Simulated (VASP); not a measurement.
Write the native input for VASP 6.6.1 that does the following.

```
Task                   : single point
Functional             : PBE
Potentials or basis    : VASP PAW PBE potentials, release 64 (Hf_pv, O)
Cutoff                 : 520 eV
k mesh                 : 12 × 12 × 6
Occupations            : gaussian, width 0.05 eV
Spin                   : no spin polarisation
Dipole correction      : no
Further INCAR settings : ALGO = Normal; EDIFF = 1e-06; NBANDS = 18
```

The structure of HfO2 lies in POSCAR:

```
HfO2
1.0
    3.1779523455     -0.0345923422     -0.0554131576
   -1.6189340200      2.8269080223      0.0632669463
   -0.0954452226      0.0707256432      5.6463114691
Hf O
1 2
Direct
    0.0466313570      0.0230018654      0.0077490425
    0.2774020316      0.6600141141      0.1565561226
    0.6759666114      0.3169840205      0.8356948349
```

This cell differs from its parent crystal: atoms moved at random and the cell strained at random.

One way to write it, as run:

INCAR

```
SYSTEM = HfO2
ALGO = Normal ; EDIFF = 1E-6
ENCUT = 520 ; GGA = PE
ISIF = 2 ; ISMEAR = 0
LASPH = .TRUE. ; LCHARG = .TRUE.
LELF = .TRUE. ; LREAL = .FALSE.
LVHAR = .TRUE. ; LWAVE = .FALSE.
NBANDS = 18 ; NELM = 100
PREC = Accurate ; SIGMA = 0.05
```

KPOINTS

```
k-points
0
G
  12 12 6
  0 0 0
```

Potentials or basis: VASP PAW PBE potentials, release 64 (Hf_pv, O).

Launch:

```bash
$ cat potpaw_PBE.64/Hf_pv/POTCAR potpaw_PBE.64/O/POTCAR > POTCAR
$ mpirun -np 1 vasp_std > vasp.out
```

Results of the run:

```yaml
Pressure: 16.2 GPa
Largest_force: 5.661 eV/Å
Band_gap_on_the_k_mesh: 4.67 eV (least direct gap 5.11 eV)
```

Caveat: the cell differs from its parent crystal (atoms moved at random and the cell strained at random); the stress differs along the axes, from 12 to 22 GPa; spin-orbit coupling is left out, which moves the levels of the heavy elements; forces of over 1 eV/Å act on the atoms, so gaps and moduli don't describe the material at rest.

It took 2 min on 1 thread of Intel(R) Xeon(R) 6975P-C (Granite Rapids), on a shared host, peak memory 0.45 GiB.
